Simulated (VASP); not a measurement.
Runs of VASP 6.6.1 on TiCo2. It takes space group Fd-3m (No. 227, cubic). The conventional cell has a = 6.704 Å, b = 6.704 Å, c = 6.704 Å, α = 90.00°, β = 90.00°, γ = 90.00°. Within 3.7 Å of Ti (site symmetry -43m) lie 12 Co at 2.78 Å and 4 Ti at 2.90 Å. Co (site symmetry -3m) has 6 Co at 2.37 Å and 6 Ti at 2.78 Å within 3.1 Å. 

```tsv
spin	fixed moment (μB)	k mesh	smearing	gap on the mesh (eV)	pressure (GPa)	moment (μB)
collinear, ferrimagnetic start	-	10 × 10 × 10	methfessel-paxton 0.1 eV	none	-14.7	(a)
collinear, ferrimagnetic start	-	14 × 14 × 14	gaussian 0.1 eV	none	-19.3	0.51
collinear, ferrimagnetic start	-	4 × 4 × 4	gaussian 0.1 eV	none	-12.0	2.32
collinear, ferrimagnetic start	-	8 × 8 × 8	gaussian 0.1 eV	none	-12.4	1.92
collinear, ferrimagnetic start	-	2 × 2 × 2	gaussian 0.1 eV	none	-13.7	0.83
collinear, zero start	0.0	10 × 10 × 10	gaussian 0.1 eV	-	-13.9	0.00
collinear, ferrimagnetic start	-	1 × 1 × 1	gaussian 0.1 eV	-	-8.4	(b)
```

Alike in all rows: task single point; level PBEsol; potentials or basis VASP PAW PBE potentials, release 64 (Ti_sv, Co); cell as given; cutoff (eV) 520.

Q: Fill in the values left out.

A: (a) 1.03; (b) 3.42.

Caveats: some runs use coarse meshes; the PAW data sets were made with another functional, which shifts forces and pressure a little; the cell stands under tension (at least some runs); the total moment is fixed, so each spin has its own Fermi level (at least some runs).

A gap of «none» marks levels without a gap at the run's occupations.
